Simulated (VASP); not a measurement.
Set up this calculation in VASP 6.6.1, as the native input.

- Task: single point
- Functional: PBE
- Potentials or basis: VASP PAW PBE potentials, release 64 (Ta_pv, N)
- Cutoff: 520 eV
- k mesh: 10 × 10 × 8
- Occupations: gaussian, width 0.05 eV
- Spin: collinear spin, ferromagnetic start
- Starting moments: [2.0, 0.0] μB
- Dipole correction: no
- Further INCAR settings: ALGO = Normal; EDIFF = 1e-06; NBANDS = 19

The structure of TaN lies in POSCAR:

```
TaN
1.0
    2.9361269820      0.0000000000      0.0000000000
   -1.4680634909      2.5427605552      0.0000000000
    0.0000000000      0.0000000000      2.8866838206
Ta N
1 1
Direct
    0.3333333333      0.6666666667      0.5000000000
    0.0000000000      0.0000000000      0.0000000000
```

The input as run:

INCAR

```
SYSTEM = TaN
PREC = Accurate ; ENCUT = 520
EDIFF = 1E-6 ; ISMEAR = 0
SIGMA = 0.05 ; LREAL = .FALSE.
LASPH = .TRUE. ; NELM = 150
ALGO = Normal ; ISIF = 2
LWAVE = .FALSE. ; LCHARG = .FALSE.
ISPIN = 2 ; MAGMOM = 2 0
LORBIT = 11 ; LMAXMIX = 4
GGA = PE ; NBANDS = 19
```

KPOINTS

```
Automatic mesh
0
G
  10 10 8
  0 0 0
```

Potentials or basis: VASP PAW PBE potentials, release 64 (Ta_pv, N).

Command:

```sh
$ cat potpaw_PBE.64/Ta_pv/POTCAR potpaw_PBE.64/N/POTCAR > POTCAR
$ mpirun -np 1 vasp_std > vasp.out
```

Results of the run:

| Property | Result |
| --- | --- |
| Pressure | 5.4 GPa |
| Band gap on the k mesh | zero (filled and empty bands overlap) |
| Net moment | 0.00 μB per cell |
| Valence electrons inside the program's atomic spheres | Ta 9.00; N 3.74 |

Caveat: spin-orbit coupling is left out, which moves the levels of the heavy elements.

Wall time 33 s on 1 thread of AMD EPYC 9R45 96-Core Processor (Zen 5), on a shared host, peak memory 0.15 GiB.
